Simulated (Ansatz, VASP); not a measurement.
**One calculation of PbS, two programs**

INCAR

```
SYSTEM = PbS
PREC = Accurate
ENCUT = 520
EDIFF = 1E-8
ISMEAR = -1
SIGMA = 0.01
LREAL = .False.
LASPH = .True.
NELM = 100
ALGO = Normal
ISIF = 2
LWAVE = .False.
LCHARG = .False.
GGA = PE
LEFG = .True.
NBANDS = 17
```

The input KPOINTS:

```
Automatic mesh
0
Gamma
  8 8 8
  0 0 0
```

File POSCAR:

```
PbS
1.0
    0.0000000000      2.9650000000      2.9353500000
    2.9650000000      0.0000000000      2.9353500000
    2.9650000000      2.9650000000      0.0000000000
Pb S
1 1
Direct
    0.0000000000      0.0000000000      0.0000000000
    0.5000000000      0.5000000000      0.5000000000
```

Input for Ansatz:

```yaml
crystal:
  lattice:
    - [0.0, 2.965, 2.93535]
    - [2.965, 0.0, 2.93535]
    - [2.965, 2.965, 0.0]
  atoms:
    - { symbol: Pb, position: [0.0, 0.0, 0.0] }
    - { symbol: S, position: [0.5, 0.5, 0.5] }
kpoints:
  mp_grid: { grid: [8, 8, 8] }
scf:
  occupations: { method: fermi_dirac, width: 0.01 }
hamiltonian:
  xc: pbe
  pseudopotentials: { kind: all_electron, datasets: crystal }
output:
  forces: true
  stress: true
  eigenvalues: true
  efg: { contact_densities: true }
```

Change from the starting cell: zz strain of -1 %, crystal datasets.

Alike in both runs: task electric field gradients; functional PBE; k mesh 8 × 8 × 8; occupations fermi-dirac, width 0.01 eV; no spin polarisation.

```csv
,VASP,Ansatz
version,VASP 6.6.1,Ansatz 0.2.0
potentials or method,"VASP PAW PBE potentials, release 64 (Pb_d, S), cutoff 520 eV","all-electron PAW with datasets made for the crystal, scalar-relativistic"
```

Ansatz gave:

* pressure (GPa): 2.9
* traceless stress, the component that is largest in VASP (GPa): 0.94
* size of Vzz on the site where it differs most (V/Å²): 33.1

Question: What did VASP give for the same quantities?

Answer: Pressure (GPa): 2.9; traceless stress, the component that is largest in VASP (GPa): 0.94; size of Vzz on the site where it differs most (V/Å²): 30.2.

Ansatz ran all-electron here, and VASP with PAW potentials.

Spin-orbit coupling is off throughout.
